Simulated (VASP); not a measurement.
A run of VASP 6.6.1 is set up as follows.

INCAR

```
SYSTEM = F
PREC = Accurate ; ENCUT = 520
EDIFF = 1E-6 ; ISMEAR = 0
SIGMA = 0.05 ; LREAL = .FALSE.
LASPH = .TRUE. ; NELM = 80
ALGO = Normal ; ISIF = 2
LWAVE = .FALSE. ; LCHARG = .TRUE.
GGA = PS ; LELF = .TRUE.
LVHAR = .TRUE. ; NBANDS = 22
```

KPOINTS

```
regular mesh
0
G
  4 4 2
  0 0 0
```

The input POSCAR:

```
F
1.0
    2.9286813301     -1.7662261639     -0.2258851695
    2.9286813301      1.7662261639     -0.2258851695
   -2.1772976608      0.0000000000      7.0629590033
F
4
Direct
    0.0848459664      0.0848459664      0.0940038325
    0.9151540336      0.9151540336      0.9059961675
    0.5015719855      0.5015719855      0.5937195244
    0.4984280145      0.4984280145      0.4062804756
```

Potentials or basis: VASP PAW PBE potentials, release 64 (F).

Command:

```bash
$ cat potpaw_PBE.64/F/POTCAR > POTCAR
$ mpirun -np 1 vasp_std > vasp.out
```

(1) Estimate the pressure.

(2) Estimate the largest force.

(3) What does it give for the band gap on the k mesh?

Results:

(1) 2.3 GPa.

(2) 1.317 eV/Å.

(3) 3.20 eV, indirect (least direct gap 3.29 eV).

Caveat: the k points lie up to 0.53 Å⁻¹ apart; the PAW data sets were made with another functional, which shifts forces and pressure a little.
